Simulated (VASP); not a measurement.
Runs of VASP 6.6.1 on Be. The structure is that of space group P4/mmm (No. 123), or close to it. The cells are those of the table. The cell was built from a structure type or drawn by symmetry, and may not be a known phase.

```tsv
task	cell	k mesh	cutoff (eV)	gap on the mesh (eV)	pressure (GPa)	relaxed volume (Å³/atom)
relaxation of cell and atoms	relaxed from a = 1.760, b = 1.760, c = 2.970 Å, 1 atom	10 × 10 × 6	600	none	0.2	11.37
single point	a = 2.009, b = 2.009, c = 2.817 Å, 1 atom	10 × 10 × 6	520	none	0.2	-
relaxation of cell and atoms	relaxed from a = 2.009, b = 2.009, c = 2.817 Å, 1 atom	28 × 28 × 20	600	none	-0.1	(a)
single point	a = 1.760, b = 1.760, c = 2.970 Å, 1 atom	10 × 10 × 6	520	none	40.8	-
single point	a = 2.020, b = 2.020, c = 2.668 Å, 1 atom	28 × 28 × 20	520	none	0.1	-
```

Alike in all rows: level PBE; potentials or basis VASP PAW PBE potentials, release 64 (Be); no spin polarisation; smearing gaussian 0.1 eV.

Task: Fill in the values left out.

Result: (a) 10.90.

Caveats: some runs use coarse meshes; the volume moved by over 15 % at a fixed basis, so the end points are rough (at least some runs); the cell stands under pressure (at least some runs).

A gap of «none» marks levels without a gap at the run's occupations.
